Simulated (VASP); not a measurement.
Input of a VASP 6.6.1 run:

Contents of INCAR:

```
SYSTEM = NaCl
  ALGO = Normal
  EDIFF = 1E-7
  ENCUT = 520
  ISIF = 2
  ISMEAR = 0
  LASPH = .True.
  LCHARG = .False.
  LREAL = .False.
  LWAVE = .False.
  NBANDS = 14
  NELM = 100
  PREC = Accurate
  SIGMA = 0.05
```

Contents of KPOINTS:

```
k-points
0
Gamma
  6 6 6
  0 0 0
```

POSCAR

```
NaCl
1.0
    3.3621024000      0.0000000000      0.0000000000
    0.0000000000      3.3621024000      0.0000000000
    0.0000000000      0.0000000000      3.5021900000
Na Cl
1 1
Direct
    0.0000000000      0.0000000000      0.0000000000
    0.5000000000      0.5000000000      0.5000000000
```

Potentials or basis: VASP PAW LDA potentials, release 64 (Na_pv, Cl).

The run is started by

```console
$ cat potpaw_LDA.64/Na_pv/POTCAR potpaw_LDA.64/Cl/POTCAR > POTCAR
$ mpirun -np 1 vasp_std > vasp.out
```

Task: Estimate the band gap on the k mesh.

Result: 3.76 eV, indirect (least direct gap 4.31 eV).

Task: Predict the pressure.

Result: -1.1 GPa.

Stress tensor (GPa, compression positive):
```
 0.03  0.00  0.00
 0.00  0.03  0.00
 0.00  0.00 -3.37
```

Caveat: the cell differs from its parent crystal (strain -0.040 along x and y, +0.000 along z). A k mesh can miss the band edges.
